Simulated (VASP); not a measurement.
Runs of VASP 6.6.1 on TiO. The structure is that of space group F-43m (No. 216), or close to it. The cells are those of the table. 

```csv
spin,cell,gap on the mesh (eV),pressure (GPa)
off,"a = 3.301 Å, angles 60.0°, 2 atoms",none,2.3
off,"a = 3.488 Å, angles 60.0°, 2 atoms",none,(a)
collinear,"a = 3.301 Å, angles 60.0°, 2 atoms",none,2.3
off,"a = 3.139 Å, angles 60.0°, 2 atoms",none,40.5
```

Alike in all rows: task single point; level r2SCAN+U; potentials or basis VASP PAW PBE potentials, release 64 (Ti_sv, O); Ti d U = 4.0 eV; k mesh 16 × 16 × 16; cutoff (eV) 520; smearing gaussian 0.1 eV.

Estimate the missing entries.

(a) -19.4.

Caveats: the PAW data sets were made with another functional, which shifts forces and pressure a little; U without spin polarisation on a metal has little footing (at least some runs); the cell stands under tension (at least some runs); the cell stands under pressure (at least some runs).

A gap of «none» marks levels without a gap at the run's occupations.
